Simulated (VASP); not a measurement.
Runs of VASP 6.6.1 on In. The structure is that of space group Im-3m (No. 229), or close to it. The cells are those of the table. This isn't the form of In at room conditions, which is tetragonal.

| level | cell | k mesh | gap on the mesh (eV) | pressure (GPa) |
| --- | --- | --- | --- | --- |
| r2SCAN | a = 3.309 Å, angles 109.5°, 1 atom | 16 × 16 × 16 | none | -1.5 |
| r2SCAN | a = 3.298 Å, angles 109.5°, 1 atom | 16 × 16 × 16 | none | -1.2 |
| PBE | a = 3.309 Å, angles 109.5°, 1 atom | 8 × 8 × 8 | none | 0.0 |
| r2SCAN | a = 3.262 Å, angles 109.5°, 1 atom | 16 × 16 × 16 | none | 0.0 |
| PBE | a = 3.256 Å, angles 109.5°, 1 atom | 8 × 8 × 8 | none | (a) |

Alike in all rows: task single point; potentials or basis VASP PAW PBE potentials, release 64 (In_d); no spin polarisation; cutoff (eV) 520; smearing gaussian 0.05 eV.

Estimate the missing entries.

(a) 1.7.

Caveats: spin-orbit coupling is left out, which moves the levels of the heavy elements; the PAW data sets were made with another functional, which shifts forces and pressure a little (at least some runs).

A k mesh can miss the band edges, and the runs leave out spin-orbit coupling on In.

A gap of «none» marks levels without a gap at the run's occupations.
